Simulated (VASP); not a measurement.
# Mg2CdO3 (P-3m1) in VASP: further runs

The runs below take Mg2CdO3 through single point, relaxation of cell and atoms, with PBE.

Everything below comes from runs of VASP 6.6.1. Logs are shortened: lines on timing, memory, paths and dates and some standing lists are left out, and cuts for length are marked.

## (1) The cell of the first run

The structure is trigonal, space group P-3m1 (No. 164). Conventional cell: a = 3.126 Å, b = 3.126 Å, c = 7.778 Å, α = 90.00°, β = 90.00°, γ = 120.00°. Within 2.8 Å of Mg (site symmetry 3m) lie 6 O at 2.14 to 2.18 Å. Within 3.1 Å of Cd (site symmetry -3m) lie 6 O at 2.36 Å. Within 2.8 Å of O (site symmetry 3m) lie 3 Mg at 2.14 Å and 3 Cd at 2.36 Å. Within 2.9 Å of O (site symmetry -3m) lie 6 Mg at 2.18 Å.

## (2) Single point, PBE

INCAR

```
  PREC = Accurate
  ENCUT = 520
  EDIFF = 1E-6
  ISMEAR = 0
  SIGMA = 0.15
  LREAL = F
  LASPH = T
  NELM = 80
  ALGO = Normal
  ISIF = 2
  LWAVE = F
  LCHARG = F
  GGA = PE
  NBANDS = 26
```

KPOINTS

```
regular mesh
0
Gamma
  4 4 2
```

POSCAR

```
Mg2CdO3
1.0
    3.1262827060      0.0000000000      0.0000000000
   -1.5631413530      2.7074402428      0.0000000000
    0.0000000000      0.0000000000      7.7778715053
Mg Cd O
2 1 3
Direct
    0.3333333333      0.6666666667      0.3435703725
    0.6666666667      0.3333333333      0.6564296275
    0.0000000000      0.0000000000      0.0000000000
    0.6666666667      0.3333333333      0.1947609548
    0.3333333333      0.6666666667      0.8052390452
    0.0000000000      0.0000000000      0.5000000000
```

Potentials or basis: VASP PAW PBE potentials, release 64 (Mg, Cd, O).

Started as:

```
> cat potpaw_PBE.64/Mg/POTCAR potpaw_PBE.64/Cd/POTCAR potpaw_PBE.64/O/POTCAR > POTCAR
> mpirun -np 1 vasp_std > vasp.out
```

OUTCAR:

```text
PREC = Accurate
   ENCUT = 520
   EDIFF = 1E-6
   ISMEAR = 0
   LREAL = F
   LASPH = T
   NELM = 80
   ISIF = 2
   GGA = PE

 ion  position               nearest neighbor table
   1  0.333  0.667  0.344-   4 2.14   4 2.14   4 2.14   6 2.18   6 2.18   6 2.18   2 3.03   2 3.03
                             2 3.03   3 3.22   3 3.22   3 3.22
   2  0.667  0.333  0.656-   5 2.14   5 2.14   5 2.14   6 2.18   6 2.18   6 2.18   1 3.03   1 3.03
                             1 3.03   3 3.22   3 3.22   3 3.22
   3  0.000  0.000  0.000-   4 2.36   5 2.36   5 2.36   4 2.36   4 2.36   5 2.36   1 3.22   2 3.22
                             1 3.22   2 3.22   1 3.22   2 3.22
   4  0.667  0.333  0.195-   1 2.14   1 2.14   1 2.14   3 2.36   3 2.36   3 2.36
   5  0.333  0.667  0.805-   2 2.14   2 2.14   2 2.14   3 2.36   3 2.36   3 2.36
   6  0.000  0.000  0.500-   1 2.18   2 2.18   1 2.18   2 2.18   2 2.18   1 2.18

  LATTYP: Found a hexagonal cell.
 ALAT       =     3.1262827060
 C/A-ratio  =     2.4878976845

  Lattice vectors:

 A1 = (   3.1262827060,   0.0000000000,   0.0000000000)
 A2 = (  -1.5631413530,   2.7074402428,   0.0000000000)
 A3 = (   0.0000000000,   0.0000000000,   7.7778715053)

Analysis of symmetry for initial positions (statically):
=====================================================================
 Subroutine PRICEL returns:
 Original cell was already a primitive cell.

 Routine SETGRP: Setting up the symmetry group for a
 hexagonal supercell.

 Subroutine GETGRP returns: Found 12 space group operations
 (whereof 12 operations were pure point group operations)
 out of a pool of 24 trial point group operations.

The static configuration has the point symmetry D_3d.

Analysis of symmetry for dynamics (positions and initial velocities):
=====================================================================
 Subroutine PRICEL returns:
 Original cell was already a primitive cell.

 Routine SETGRP: Setting up the symmetry group for a
 hexagonal supercell.

 Subroutine GETGRP returns: Found 12 space group operations
 (whereof 12 operations were pure point group operations)
 out of a pool of 24 trial point group operations.

The dynamic configuration has the point symmetry D_3d.

 Subroutine INISYM returns: Found 12 space group operations
 (whereof 12 operations are pure point group operations),
 and found     1 'primitive' translations

[... 87 lines left out ...]
   EDIFFG = 0.1E-04   stopping-criterion for IOM
   NSW    =      0    number of steps for IOM
   IBRION =     -1    ionic relax: 0-MD 1-quasi-New 2-CG
   NFREE  =      0    steps in history (QN), initial steepest desc. (CG)
   ISIF   =      2    stress and relaxation
   ISYM   =      2    0-nonsym 1-usesym 2-fastsym
   POTIM  = 0.5000    time-step for ionic-motion
   TEBEG  =    0.0;   TEEND  =   0.0 temperature during run
   PSTRESS=    0.0 pullay stress
   NELECT =      34.0000    total number of electrons
   NUPDOWN=      -1.0000    fix difference up-down
   EMIN   =  10.00;   EMAX   =-10.00  energy-range for DOS
   EFERMI =   0.00;   METHOD = LEGACY
   ISMEAR =     0;   SIGMA  =   0.15  broadening in eV -4-tet -1-fermi 0-gaus
   EFERMI_NEDOS =   21; number of points for ismear=-14 and -15
   IALGO  =     38    algorithm
   IMIX   =      4    mixing-type and parameters
     AMIX     =   0.40;   BMIX     =  1.00
     AMIX_MAG =   1.60;   BMIX_MAG =  1.00
  volume/ion in A,a.u.               =      10.97        74.04
  Fermi-wavevector in a.u.,A,eV,Ry     =   1.313465  2.482089 23.472639  1.725190
  Thomas-Fermi vector in A             =   2.443786
   LORBIT       =      0    0 simple, 1 ext, 2 COOP (PROOUT), +10 PAW based schemes
   GGA     = PE    functional components
   LHFCALC =     F    Hartree Fock is set to
   AEXX    =    0.0000 exact exchange contribution
   IVDW    =     0    specifies the selected vdW correction
   LEPSILON=     F    determine dielectric tensor
   LRPA    =     F    only Hartree local field effects (RPA)
 non-spin polarized calculation
 Gauss-broadening in eV      SIGMA  =   0.15
  energy-cutoff  :      520.00
  volume of cell :       65.83
 maximum number of plane-waves:      1784
 NGX is ok and might be reduce to    24
   NGX = 11   NGY = 11   NGZ = 29

 number of electron      33.9999988 magnetization

 Free energy of the ion-electron system (eV)
  ---------------------------------------------------
  ext. energy  EPLUGINS =         0.00000000
  ---------------------------------------------------
  free energy    TOTEN  =       -31.21687755 eV

  energy without entropy =      -31.21687755  energy(sigma->0) =      -31.21687755

 E-fermi :   3.1280     XC(G=0): -11.1421

 val. band max:        2.4170636240   @ k =   0.0000   0.0000   0.5000
 cond. band min:       4.3324578990   @ k =   0.0000   0.0000   0.0000
 fundamental gap:      1.9153942750
 Fermi energy:         3.1280440060

 k-point     1 :       0.0000    0.0000    0.0000
  band No.  band energies     occupation
      1     -14.6026      2.00000
      2     -14.0557      2.00000
      3     -13.6113      2.00000
      4      -4.6826      2.00000
      5      -4.3228      2.00000
      6      -4.3228      2.00000
[... 221 lines left out ...]
     25      14.8639      0.00000
     26      14.9176      0.00000

------------------------ aborting loop because EDIFF is reached ----------------------------------------

  FORCE on cell =-STRESS in cart. coord.  units (eV):
  Direction    XX          YY          ZZ          XY          YZ          ZX
  --------------------------------------------------------------------------------------
  -------------------------------------------------------------------------------------
  Total       -0.2591970     -0.2591970      0.0144145     -0.0000000      0.0000000      0.0000000
  in kB       -6.3080139     -6.3080139      0.3508021     -0.0000000      0.0000000      0.0000000
  external PRESSURE =      -4.0884086 kB  Pullay stress =       0.0000000 kB

 VOLUME and BASIS-vectors are now :
 -----------------------------------------------------------------------------
  energy-cutoff  :      520.00
  volume of cell :       65.83
      direct lattice vectors                 reciprocal lattice vectors
     3.126282706  0.000000000  0.000000000     0.319868705  0.184676283  0.000000000
    -1.563141353  2.707440243  0.000000000     0.000000000  0.369352566  0.000000000
     0.000000000  0.000000000  7.777871505     0.000000000  0.000000000  0.128569879

 POSITION                                       TOTAL-FORCE (eV/Angst)
 -----------------------------------------------------------------------------------
     -0.00000      1.80496      2.67225         0.000000     -0.000000      0.009916
      1.56314      0.90248      5.10563        -0.000000      0.000000     -0.009916
      0.00000      0.00000      0.00000         0.000000      0.000000      0.000000
      1.56314      0.90248      1.51483         0.000000      0.000000      0.127402
     -0.00000      1.80496      6.26305        -0.000000      0.000000     -0.127402
      0.00000      0.00000      3.88894         0.000000      0.000000      0.000000
 -----------------------------------------------------------------------------------
    total drift:                                0.000000      0.000000     -0.000000

  FREE ENERGIE OF THE ION-ELECTRON SYSTEM (eV)
  ---------------------------------------------------
  free  energy   TOTEN  =       -31.2168775458 eV

  energy  without entropy=      -31.2168775458  energy(sigma->0) =      -31.21687755
```

It took 11 s on 1 thread of AMD EPYC 9R45 (Zen 5), shared host; peak memory 0.14 GiB.

Results:

```yaml
Free_energy: -31.2169 eV
Pressure: -0.4 GPa
Largest_force: 0.127 eV/Å
Band_gap_on_the_k_mesh: 1.92 eV, indirect (least direct gap 2.06 eV)
```

Forces on the atoms (eV/Å):
```
Mg   0.000  0.000  0.010
Mg   0.000  0.000 -0.010
Cd   0.000  0.000  0.000
O    0.000  0.000  0.127
O    0.000  0.000 -0.127
O    0.000  0.000  0.000
```

Stress tensor (GPa, compression positive):
```
-0.63  0.00  0.00
 0.00 -0.63  0.00
 0.00  0.00  0.04
```

Levels at points of the mesh, in eV from the valence-band top:
```tsv
k point	band 14	band 15	band 16	band 17	band 18	band 19	band 20	band 21
(0.00, 0.00, 0.00)	-0.28	-0.28	-0.14	-0.14	1.92	5.87	6.17	10.17
(0.50, 0.00, 0.00)	-1.19	-0.85	-0.74	-0.43	5.75	5.89	8.50	9.87
(0.00, 0.00, 0.50)	-0.59	-0.59	0.00	0.00	2.94	4.73	6.63	10.40
(0.50, 0.00, 0.50)	-1.36	-1.17	-0.29	-0.12	5.49	5.93	8.70	9.94
```

Caveat: the k points lie up to 0.58 Å⁻¹ apart.

(Part 1 of 2 ends here.)
